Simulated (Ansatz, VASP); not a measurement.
**W: VASP beside Ansatz**

```xyz
1
Lattice="-1.5574 1.5574 1.6372 1.5574 -1.5574 1.6372 1.5574 1.5574 -1.6372" Properties=species:S:1:pos:R:3 pbc="T T T"
W     0.0000    0.0000    0.0000
```

Change from the starting cell: strain -0.025 along x and y, +0.025 along z, atoms carried along.

Alike in both runs: task single point; functional PBE; k mesh 20 × 20 × 20; occupations gaussian, width 0.15 eV; no spin polarisation.

|  | VASP | Ansatz |
| --- | --- | --- |
| version | VASP 6.6.1 | Ansatz 0.2.0 |
| potentials or method | VASP PAW PBE potentials, release 64 (W_sv), cutoff 500 eV | scalar-relativistic, plane waves, PAW |
| valence electrons in the cell | 14 | 14 |

VASP gave:

```
gap on the k mesh at the Fermi level (eV)                     : none
pressure (GPa)                                                : 5.8
traceless stress, the component that is largest in VASP (GPa) : -10.67
```

Q: Which values does Ansatz return?

A: gap on the k mesh at the Fermi level (eV): none; pressure (GPa): 5.2; traceless stress, the component that is largest in VASP (GPa): -10.68.

A gap of «none» marks a metal or a gap that the smearing closes.

Spin-orbit coupling is off throughout.
